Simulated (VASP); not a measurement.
Input of a VASP 6.6.1 run:

Contents of INCAR:

```
ALGO = Normal
EDIFF = 1E-6
ENCUT = 520
GGA = PE
ISIF = 2
ISMEAR = 0
ISPIN = 2
IVDW = 12
LASPH = T
LCHARG = T
LELF = T
LORBIT = 11
LREAL = Auto
LVHAR = T
LWAVE = F
MAGMOM = 0 0 0 0 0 0 0 0 0 0 0 0 0 0 0 0 0 0 0 0 0 0 0 0 0 0 0 0 0 0 0 0 0 0 0 0 0 0 0 0 0 0 0 0 0 0 0 0 0 0 0 0 0 0 0 0 0 0 0 0 0 0 1
NBANDS = 168
NELM = 150
PREC = Accurate
SIGMA = 0.02
```

The input KPOINTS:

```
k-points
0
Gamma
  1 1 1
```

The input POSCAR:

```
Si62Sb
1.0
   10.8600000000      0.0000000000      0.0000000000
    0.0000000000     10.8600000000      0.0000000000
    0.0000000000      0.0000000000     10.8600000000
Si Sb
62 1
Direct
    0.5006868588      0.0006869762     -0.0006869762
    0.6248550822      0.1251449178      0.1253590703
    0.7493130238      0.2493131412     -0.0006869762
    0.8750213778      0.3745269629      0.1250213778
    0.7494956787      0.0005043213      0.2502726121
    0.8740915270      0.1252090655      0.3759755663
    0.0002726121      0.0005043213     -0.0005043213
    0.1259755663      0.1252090655      0.1240915270
    0.2517294345      0.2509771663     -0.0025990135
    0.3744566167      0.3755433833      0.1244258688
    0.4990228337      0.4982705655     -0.0025990135
    0.6247909345      0.6240244337      0.1240915270
    0.7494956787      0.7497273879     -0.0005043213
    0.8748380996      0.8751619004      0.1248380996
    0.2499721378     -0.0000146641      0.2487582560
    0.3747802252      0.1247732469      0.3735071607
    0.4994382639      0.2505617361      0.2491967832
    0.6252267531      0.3752197748      0.3735071607
    0.7500146641      0.5000278622      0.2487582560
    0.8745411188      0.6255611070      0.3744388930
    0.4990228337      0.0025990135      0.5017294345
    0.6239103645      0.1260896355      0.6288874076
    0.7474009865      0.2509771663      0.5017294345
    0.8744258688      0.3755433833      0.6244566167
    0.7493130238      0.0006869762      0.7506868588
    0.8753590703      0.1251449178      0.8748550822
   -0.0012417440      0.5000278622      0.0000146641
    0.1244388930      0.6255611070      0.1245411188
    0.2499721378      0.7512417440      0.0000146641
    0.3754730371      0.8749786222      0.1250213778
   -0.0003124476      0.2504921221      0.2496875524
    0.1243541075      0.3763490517      0.3743541075
    0.2493263374      0.5006736626      0.2492041989
    0.3736509483      0.6256458925      0.3743541075
    0.4995078779      0.7503124476      0.2496875524
    0.6247909345      0.8759084730      0.3759755663
   -0.0012417440     -0.0000146641      0.4999721378
    0.1235071607      0.1247732469      0.6247802252
    0.2454077361      0.2454857793      0.4954077361
    0.5045142207      0.5045922639      0.4954077361
    0.6252267531      0.6264928393      0.6247802252
    0.7500146641      0.7512417440      0.4999721378
    0.8750213778      0.8749786222      0.6254730371
    0.2517294345      0.0025990135      0.7490228337
    0.3788874076      0.1260896355      0.8739103645
    0.6239103645      0.3711125924      0.8739103645
    0.7474009865      0.4982705655      0.7490228337
    0.8740915270      0.6240244337      0.8747909345
   -0.0005399190      0.7505399190      0.2494600810
    0.1244388930      0.8754588812      0.3744388930
   -0.0007958011      0.5006736626      0.4993263374
    0.1243541075      0.6256458925      0.6236509483
    0.2493263374      0.7507958011      0.4993263374
    0.3744566167      0.8755741312      0.6244566167
   -0.0008032168      0.2505617361      0.7494382639
    0.1235071607      0.3752197748      0.8752267531
    0.2454077361      0.5045922639      0.7545142207
    0.3747802252      0.6264928393      0.8752267531
    0.4994382639      0.7508032168      0.7494382639
    0.6248550822      0.8746409297      0.8748550822
   -0.0003124476      0.7503124476      0.7495078779
    0.1259755663      0.8759084730      0.8747909345
    0.4000307903      0.3499692097      0.6500307903
```

Potentials or basis: VASP PAW PBE potentials, release 64 (Si, Sb).

Launch:

```bash
$ cat potpaw_PBE.64/Si/POTCAR potpaw_PBE.64/Sb/POTCAR > POTCAR
$ mpirun -np 1 vasp_gam > vasp.out
```

Problem. Estimate the net moment.

Solution. 1.00 μB per cell.

Problem. Estimate the largest force.

Solution. 0.046 eV/Å.

Problem. Predict the pressure.

Solution. 0.2 GPa.

Stress tensor (GPa, compression positive):
```
 0.18 -0.19  0.19
-0.19  0.18 -0.19
 0.19 -0.19  0.18
```

Caveat: the k points lie up to 0.58 Å⁻¹ apart.
